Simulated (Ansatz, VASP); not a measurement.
## GaSn4S3 in VASP and in Ansatz

```
Ga Sn S
1.0
     5.79195    0.00000    0.00000
     0.00000    5.79195    0.00000
     0.00000    0.00000    5.79195
Ga Sn S
1 4 3
Direct
  0.00000 0.00000 0.00000
  0.50000 0.00000 0.00000
  0.50000 0.50000 0.50000
  0.00000 0.50000 0.00000
  0.00000 0.00000 0.50000
  0.50000 0.00000 0.50000
  0.50000 0.50000 0.00000
  0.00000 0.50000 0.50000
```

Alike in both runs: functional PBE; k mesh 6 × 6 × 6; occupations gaussian, width 0.1 eV; no spin polarisation.

Ansatz relaxed the structure, and its values are those at the end. VASP's run is a single point on that final structure, the one shown.

|  | VASP | Ansatz |
| --- | --- | --- |
| version | VASP 6.6.1 | Ansatz 0.2.0 |
| potentials or method | VASP PAW PBE potentials, release 64 (Ga_d, Sn_d, S), cutoff 520 eV | scalar-relativistic, plane waves, PAW |
| valence electrons in the cell | 87 | 87 |

|  | VASP | Ansatz | Ansatz less VASP |
| --- | --- | --- | --- |
| gap on the k mesh at the Fermi level (eV) | none | none | - |
| pressure (GPa) | 0.0 | 0.0 | +0.04 |

A gap of «none» marks a metal or a gap that the smearing closes.
